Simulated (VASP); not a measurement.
Here is a VASP 6.6.1 calculation.

Contents of POSCAR:

```
MgO
1.0
    3.4863780000      0.0000000000      0.0000000000
   -1.7431890000      3.0192920000      0.0000000000
    0.0000000000      0.0000000000      4.1780410000
Mg O
2 2
Direct
    0.6666666667      0.3333333333      0.7500000000
    0.3333333333      0.6666666667      0.2500000000
    0.6666666667      0.3333333333      0.2500000000
    0.3333333333      0.6666666667      0.7500000000
```

Contents of INCAR.step1:

```
PREC = Accurate ; ENCUT = 520
ISMEAR = -1 ; SIGMA = 0.02
LREAL = F ; LASPH = T
NELM = 80 ; NBANDS = 16
GGA = PE ; ALGO = Normal
EDIFF = 1E-4 ; LWAVE = T
LCHARG = F
```

The input INCAR.step2:

```
PREC = Accurate ; ENCUT = 520
EDIFF = 1E-6 ; ISMEAR = -1
SIGMA = 0.02 ; LREAL = F
LASPH = T ; NELM = 80
ALGO = Normal ; ISIF = 2
LWAVE = F ; LCHARG = F
METAGGA = R2SCAN ; LMIXTAU = T
NBANDS = 16 ; ISTART = 1
```

KPOINTS

```
Automatic mesh
0
Gamma
  6 6 6
```

Potentials or basis: VASP PAW PBE potentials, release 64 (Mg, O).

Run with:

```console
$ cat potpaw_PBE.64/Mg/POTCAR potpaw_PBE.64/O/POTCAR > POTCAR
$ cp INCAR.step1 INCAR
$ mpirun -np 1 vasp_std > vasp.out
$ cp INCAR.step2 INCAR
$ mpirun -np 1 vasp_std > vasp.out
```

**Question.** What does it give for the pressure?

**Answer.** -0.7 GPa.

**Question.** Predict the band gap on the k mesh.

**Answer.** 4.08 eV, direct.

Stress tensor (GPa, compression positive):
```
-0.75  0.00  0.00
 0.00 -0.75  0.00
 0.00  0.00 -0.59
```

Caveat: the PAW data sets were made with another functional, which shifts forces and pressure a little. r2SCAN opens gaps a little over a GGA but as a rule still falls short of measured ones.
